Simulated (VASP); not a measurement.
Rh, 2 atoms in the cell. The structure is hexagonal, space group P6_3/mmc (No. 194). Conventional cell: a = 2.713 Å, b = 2.713 Å, c = 4.399 Å, α = 90.00°, β = 90.00°, γ = 120.00°. Within 3.6 Å of Rh (site symmetry -6m2) lie 12 Rh at 2.70 to 2.71 Å. This isn't the form of Rh at room conditions, which is fcc.

* Program: VASP 6.6.1
* Task: single point
* Functional: r2SCAN
* Potentials or basis: VASP PAW PBE potentials, release 64 (Rh_pv)
* Cutoff: 520 eV
* k mesh: 12 × 12 × 7
* Occupations: fermi-dirac, width 0.1 eV
* Spin: no spin polarisation
* Dipole correction: no
* Further INCAR settings: ALGO = Normal; EDIFF = 1e-06; NBANDS = 22

Potentials or basis: VASP PAW PBE potentials, release 64 (Rh_pv).

The run is started by

```bash
$ cat potpaw_PBE.64/Rh_pv/POTCAR > POTCAR
$ cp INCAR.step1 INCAR
$ mpirun -np 1 vasp_std > vasp.out
$ cp INCAR.step2 INCAR
$ mpirun -np 1 vasp_std > vasp.out
```

Hardware: 1 thread of Intel Xeon 8259CL, on a shared host.

Question: Estimate the wall time of this run.

Answer: Wall time 3.6 min on 1 thread of Intel Xeon 8259CL, with other jobs on the host, peak memory 0.17 GiB. Counts: k points 76.
